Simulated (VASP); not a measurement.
Write the native input for VASP 6.6.1 that does the following.

```yaml
Task: relaxation of cell and atoms
Functional: PBE
Potentials_or_basis: VASP PAW PBE potentials, release 64 (Dy_3, Be), 4f in core
Cutoff: 600 eV
k_mesh: 5 × 5 × 4
Occupations: gaussian, width 0.2 eV
Spin: no spin polarisation
Dipole_correction: no
Further_INCAR_settings: ALGO = Normal; EDIFF = 1e-07; IBRION = 2; EDIFFG = -0.08; NSW = 36; ISIF = 3
```

The structure of DyBe lies in POSCAR:

```
DyBe
1.0
    3.8095455400      0.0000000000      0.0000000000
    0.0000000000      3.8095455400      0.0000000000
    0.0000000000      0.0000000000      5.3165216800
Dy Be
2 2
Direct
    0.5000000000      0.5000000000      0.6278801300
    0.5000000000      0.5000000000      0.1703282700
    0.0000000000      0.5000000000      0.5621981500
    0.5000000000      0.0000000000      0.5621981500
```

The cell was generated, and may not be a known phase.

These files were run (other wordings do the same):

INCAR

```
SYSTEM = DyBe
PREC     = Accurate       ! precision mode
ENCUT    = 600            ! plane-wave cutoff, eV
EDIFF    = 1E-7           ! SCF threshold, eV
ISMEAR   = 0              ! smearing method
SIGMA    = 0.2            ! smearing width, eV
LREAL    = .False.        ! projectors in reciprocal space
LASPH    = .True.         ! aspherical terms in the spheres
NELM     = 200            ! most SCF steps
ALGO     = Normal         ! electronic algorithm
ISIF     = 3              ! what is computed and relaxed
LWAVE    = .False.        ! write WAVECAR
LCHARG   = .False.        ! write CHGCAR
GGA      = PE             ! functional
IBRION   = 2              ! ionic algorithm
NSW      = 36             ! ionic steps
EDIFFG   = -0.08          ! ionic threshold
GGA_COMPAT= .False.      
NELMIN   = 4            
LMAXMIX  = 6              ! l up to which the mixer works
```

KPOINTS

```
Automatic mesh
0
Gamma
  5 5 4
  0 0 0
```

Potentials or basis: VASP PAW PBE potentials, release 64 (Dy_3, Be), 4f in core.

Run with:

```sh
$ cat potpaw_PBE.64/Dy_3/POTCAR potpaw_PBE.64/Be/POTCAR > POTCAR
$ mpirun -np 1 vasp_std > vasp.out
```

Results of the run:

```json
{
  "Relaxed volume": "20.56 Å³/atom",
  "Relaxed cell": "a = 3.137 Å, b = 3.137 Å, c = 8.358 Å, α = 90.00°, β = 90.00°, γ = 90.00°",
  "Space group after relaxing (to 0.1 Å)": "P4/mmm (No. 123)",
  "Pressure after relaxing": "-0.1 GPa",
  "Largest force after relaxing": "0.018 eV/Å",
  "Band gap on the k mesh": "zero (bands 11 and 12 overlap by 0.82 eV)"
}
```

Caveat: a cell axis changed by over 15 % at a fixed basis, so the end point is rough; spin-orbit coupling is left out, which moves the levels of the heavy elements; the 4f electrons are frozen in the core, so they carry no moment and show no levels.

Wall time 5.5 min on 1 thread of Intel(R) Xeon(R) 6975P-C (Granite Rapids) (shared host), peak memory 0.22 GiB.
